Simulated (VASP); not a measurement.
Ti3Al:

```
Ti Al
1.0
     2.92754    0.00000    0.00000
    -1.46377    2.53533    0.00000
     0.00000    0.00000    9.22636
Ti Al
3 1
Direct
  0.66667 0.33333 0.00000
  0.33333 0.66667 0.75059
  0.33333 0.66667 0.24941
  0.66667 0.33333 0.50000
```

```yaml
Program: VASP 6.6.1
Task: relaxation of cell and atoms
Functional: LDA
Potentials_or_basis: VASP PAW LDA potentials, release 64 (Ti_sv, Al)
Cutoff: 600 eV
k_mesh: 8 × 8 × 3
Occupations: fermi-dirac, width 0.1 eV
Spin: no spin polarisation
```

At the start: pressure -7.0 GPa; volume 17.12 Å³/atom.

Question: How do energy, volume and symmetry change on relaxing?

Answer: Over 5 steps the energy falls by 25.3 meV/atom and the volume is 16.01 Å³/atom (-6.5 %); space group P-6m2 (No. 187, to 0.1 Å) before and after.

The path:
| step | energy change (eV) | largest force (eV/Å) | pressure (GPa) | volume (Å³) |
| --- | --- | --- | --- | --- |
| 1 | 0.0000 | 0.0941 | -7.03 | 68.48 |
| 2 | -0.0500 | 0.0004 | 5.92 | 61.31 |
| 3 | -0.1005 | 0.0413 | -0.02 | 64.15 |
| 4 | -0.1004 | 0.0401 | 0.12 | 64.07 |
| 5 | -0.1011 | 0.0144 | 0.13 | 64.05 |

Final structure:
```
Ti Al
1.0
     2.85886    0.00000    0.00000
    -1.42943    2.47584    0.00000
     0.00000    0.00000    9.04928
Ti Al
3 1
Direct
  0.66667 0.33333 0.00000
  0.33333 0.66667 0.75109
  0.33333 0.66667 0.24891
  0.66667 0.33333 0.50000
```
